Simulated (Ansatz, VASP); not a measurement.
## Ta2N: VASP beside Ansatz

```
Ta N
1.0
     3.11286    0.00000    0.00000
    -1.55643    2.69582    0.00000
     0.00000    0.00000    4.86984
Ta N
2 1
Direct
  0.33333 0.66667 0.25471
  0.66667 0.33333 0.74529
  0.00000 0.00000 0.00000
```

Alike in both runs: functional PBEsol; k mesh 10 × 10 × 6; occupations fermi-dirac, width 0.05 eV; non-collinear spin, spin-orbit coupling.

|  | VASP | Ansatz |
| --- | --- | --- |
| version | VASP 6.6.1 | Ansatz 0.2.0 |
| potentials or method | VASP PAW PBE potentials, release 64 (Ta_pv, N) | Ansatz PAW |
| plane-wave cutoff (eV) | 520 | 420 |
| valence electrons in the cell | 27 | 31 |
| task | single point | band structure |

```tsv
	VASP	Ansatz	Ansatz less VASP
pressure (GPa)	-8.3	-9.5	-1.12
traceless stress, the component that is largest in VASP (GPa)	0.39	0.63	+0.244
rms of the force components (eV/Å)	0.120	0.146	+0.0259
net moment per atom (μB)	0.00	0.00	0.000
```

VASP's potentials were made for PBE, not for PBEsol. Atom by atom the forces differ by 0.026 eV/Å (rms over components). VASP's potentials hold 27 valence electrons a cell and Ansatz's 31, so a difference there can come from the potentials and not from the codes.
